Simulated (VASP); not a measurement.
# Al: single point with LDA

Crystal: Al.

```
CELL_PARAMETERS angstrom
2.60630 0.00000 0.00000
-1.30315 2.25712 0.00000
0.00000 0.00000 5.06110
ATOMIC_POSITIONS crystal
Al 0.66667 0.33333 0.75000
Al 0.33333 0.66667 0.25000
```

```json
{
 "Program": "VASP 6.6.1",
 "Task": "single point",
 "Functional": "LDA",
 "Potentials or basis": "VASP PAW LDA potentials, release 64 (Al)",
 "Cutoff": "520 eV",
 "k mesh": "18 × 18 × 10",
 "Occupations": "gaussian, width 0.15 eV",
 "Spin": "no spin polarisation",
 "Dipole correction": "no",
 "Further INCAR settings": "ALGO = Normal; EDIFF = 1e-06; NBANDS = 10"
}
```

```yaml
Pressure: 10.7 GPa
Band_gap_on_the_k_mesh: zero (band 3 reaches 11.69 eV, above the bottom of band 4 at 6.03 eV)
```

Stress tensor (GPa, compression positive):
```
16.90  0.00  0.00
 0.00 16.90  0.00
 0.00  0.00 -1.81
```

Levels at points of the mesh, in eV from the Fermi level:
```tsv
k point	band 1	band 2	band 3	band 4	band 5	band 6	band 7	band 8
(0.00, 0.00, 0.00)	-11.77	-6.57	-5.69	9.29	9.81	13.87	13.87	14.35
(0.50, 0.00, 0.00)	-4.90	-4.67	-0.09	0.83	0.94	1.40	8.45	9.66
(0.00, 0.00, 0.50)	-10.35	-10.35	0.65	0.65	14.52	14.52	14.52	14.52
(0.50, 0.00, 0.50)	-3.91	-3.91	-2.78	-2.78	7.00	7.00	7.12	7.12
```

Wall time 19 s on 1 thread of Intel(R) Xeon(R) 6975P-C (Granite Rapids), with other jobs on the host, peak memory 0.16 GiB.
